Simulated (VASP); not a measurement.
Wanted: the native input for a VASP 6.6.1 run.

| Item | Value |
| --- | --- |
| Task | single point |
| Functional | PBEsol |
| Potentials or basis | VASP PAW PBE potentials, release 64 (In_d, H) |
| Cutoff | 520 eV |
| k mesh | 3 × 3 × 3 |
| Occupations | gaussian, width 0.1 eV |
| Spin | no spin polarisation |
| Dipole correction | no |
| Further INCAR settings | LREAL = Auto; ALGO = Normal; EDIFF = 1e-06; NBANDS = 118 |

The structure of In16H (a cell with a defect) lies in POSCAR:

```
In16H
1.0
    7.4517846848      0.0000000000      0.0000000000
    0.0000000000      7.4517846848      0.0000000000
    0.0000000000      0.0000000000      7.4517846848
In H
16 1
Direct
   -0.0126525395     -0.0213207985     -0.0021635086
    0.5017144427     -0.0178463288     -0.0009217926
   -0.0134609364      0.5107399316      0.0008293315
    0.0125980559      0.0115758847      0.5023561681
    0.2533909768      0.2682511753      0.2507819374
    0.5151376700      0.5142951873      0.0019338991
    0.4917625985      0.0055420281      0.5011798056
    0.7507456585      0.2403602728      0.2437760989
   -0.0128849670      0.4962007299      0.4989278619
    0.2479014193      0.7434162733      0.2568594076
    0.2549629492      0.2722363951      0.7466302685
    0.5170411067      0.5014326310      0.4972529611
    0.7537248106      0.7578063831      0.2697760449
    0.7493151287      0.2432731321      0.7565727189
    0.2489560660      0.7405243487      0.7432383294
    0.7522047720      0.7541386712      0.7303948289
    0.2235715430      0.1335117750     -0.0046316421
```

One way to write it, as run:

INCAR

```
SYSTEM = In16H
ALGO = Normal
EDIFF = 1E-6
ENCUT = 520
GGA = PS
ISIF = 2
ISMEAR = 0
LASPH = .True.
LCHARG = .True.
LELF = .True.
LREAL = Auto
LVHAR = .True.
LWAVE = .False.
NBANDS = 118
NELM = 100
PREC = Accurate
SIGMA = 0.1
```

KPOINTS

```
k-points
0
Gamma
  3 3 3
  0 0 0
```

Potentials or basis: VASP PAW PBE potentials, release 64 (In_d, H).

Run with:

```bash
$ cat potpaw_PBE.64/In_d/POTCAR potpaw_PBE.64/H/POTCAR > POTCAR
$ mpirun -np 1 vasp_std > vasp.out
```

Results of the run:

```
Pressure      : 0.5 GPa
Largest force : 0.040 eV/Å
```

Caveat: the PAW data sets were made with another functional, which shifts forces and pressure a little.

Run time: 12 min on 1 thread of Intel(R) Xeon(R) Platinum 8259CL CPU @ 2.50GHz (Skylake/Cascade Lake) (shared host), peak memory 0.67 GiB.
